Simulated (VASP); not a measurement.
A run of VASP 6.6.1:

File INCAR:

```
SYSTEM = ZrC
  PREC = Accurate
  ENCUT = 600
  EDIFF = 1E-7
  ISMEAR = -1
  SIGMA = 0.05
  LREAL = .FALSE.
  LASPH = .TRUE.
  NELM = 120
  ALGO = Normal
  ISIF = 3
  LWAVE = .FALSE.
  LCHARG = .FALSE.
  GGA = B5
  ALDAX = 1.0
  AGGAX = 1.0
  AGGAC = 1.0
  ALDAC = 0.0
  IVDW = 12
  VDW_S6 = 1.0
  VDW_S8 = 2.6996
  VDW_A1 = 0.4298
  VDW_A2 = 4.2359
  IBRION = 2
  NSW = 60
  EDIFFG = -0.01
  GGA_COMPAT = .FALSE.
  NELMIN = 4
```

File KPOINTS:

```
regular mesh
0
G
  10 10 10
  0 0 0
```

File POSCAR:

```
ZrC
1.0
    0.0000000000      2.3650000000      2.3650000000
    2.3650000000      0.0000000000      2.3650000000
    2.3650000000      2.3650000000      0.0000000000
Zr C
1 1
Direct
    0.5000000000      0.5000000000      0.5000000000
    0.0000000000      0.0000000000      0.0000000000
```

Potentials or basis: VASP PAW PBE potentials, release 64 (Zr_sv, C).

Command:

```console
$ cat potpaw_PBE.64/Zr_sv/POTCAR potpaw_PBE.64/C/POTCAR > POTCAR
$ mpirun -np 1 vasp_std > vasp.out
```

Hardware: 1 thread of Intel(R) Xeon(R) 6975P-C (Granite Rapids), on a shared host.

Problem. How long does it take, and how much memory?

Solution. It took 45 s on 1 thread of Intel(R) Xeon(R) 6975P-C (Granite Rapids) (shared host), peak memory 0.18 GiB. Counts: scf iterations 37, k points 47, ion steps 3.
